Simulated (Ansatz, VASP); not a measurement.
Two plane-wave programs on Zn4SeS3

```xyz
8
Lattice="5.2855 0.0000 0.0000 0.0000 5.2855 0.0000 0.0000 0.0000 5.2855" Properties=species:S:1:pos:R:3 pbc="T T T"
Zn    3.9274    3.9274    3.9274
Zn    3.9274    1.3581    1.3581
Zn    1.3581    3.9274    1.3581
Zn    1.3581    1.3581    3.9274
Se    0.0000    0.0000    0.0000
S     2.6427    2.6427    0.0000
S     2.6427    0.0000    2.6427
S     0.0000    2.6427    2.6427
```

Alike in both runs: functional PBE; k mesh 6 × 6 × 6; occupations gaussian, width 0.02 eV; no spin polarisation.

Ansatz relaxed the structure, and its values are those at the end. VASP's run is a single point on that final structure, the one shown.

|  | VASP | Ansatz |
| --- | --- | --- |
| version | VASP 6.6.1 | Ansatz 0.2.0 |
| potentials or method | VASP PAW PBE potentials, release 64 (Zn, Se, S), cutoff 520 eV | scalar-relativistic, plane waves, PAW |
| valence electrons in the cell | 72 | 82 |

VASP gave:

```
gap on the k mesh at the Fermi level (eV) : 2.22
least direct gap on the mesh (eV)         : 2.22
pressure (GPa)                            : 11.5
rms of the force components (eV/Å)        : 0.007
```

**Question.** Estimate Ansatz's values.

**Answer.** gap on the k mesh at the Fermi level (eV): 2.21; least direct gap on the mesh (eV): 2.21; pressure (GPa): 11.2; rms of the force components (eV/Å): 0.004.

VASP's potentials hold 72 valence electrons a cell and Ansatz's 82, so a difference there can come from the potentials and not from the codes. Ansatz's warnings: stress scf threshold loose.
